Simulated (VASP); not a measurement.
The system is Sb.

```
Sb
1.0
     3.16000    0.00000    0.00000
     0.00000    3.16000    0.00000
     0.00000    0.00000    3.16000
Sb
1
Direct
  0.00000 0.00000 0.00000
```

| Item | Value |
| --- | --- |
| Program | VASP 6.6.1 |
| Task | relaxation of cell and atoms |
| Functional | PBE |
| Dispersion | D4 |
| Potentials or basis | VASP PAW PBE potentials, release 64 (Sb) |
| Cutoff | 600 eV |
| k mesh | 8 × 8 × 8 |
| Occupations | fermi-dirac, width 0.05 eV |
| Spin | no spin polarisation |

At the start: pressure -4.7 GPa; volume 31.55 Å³/atom.

Task: How do energy, volume and symmetry change on relaxing?

Result: Over 3 steps the energy falls by 42.9 meV/atom and the volume is 28.88 Å³/atom (-8.5 %); space group Pm-3m (No. 221, to 0.05 Å).

The path:
```tsv
step	energy change (eV)	largest force (eV/Å)	pressure (GPa)	volume (Å³)
1	0.0000	0.0000	-4.72	31.55
2	-0.0283	0.0000	3.54	27.49
3	-0.0429	0.0000	0.00	28.88
```

Final structure:
```cif
data_structure
_symmetry_space_group_name_H-M 'P 1'
_symmetry_Int_Tables_number 1
_cell_length_a 3.0681
_cell_length_b 3.0681
_cell_length_c 3.0681
_cell_angle_alpha 90.000
_cell_angle_beta 90.000
_cell_angle_gamma 90.000
_cell_volume 28.88
loop_
_atom_site_label
_atom_site_type_symbol
_atom_site_fract_x
_atom_site_fract_y
_atom_site_fract_z
_atom_site_occupancy
Sb1 Sb 0.00000 0.00000 0.00000 1
```

Caveat: pairwise dispersion overbinds metals, which lowers pressure and volume.
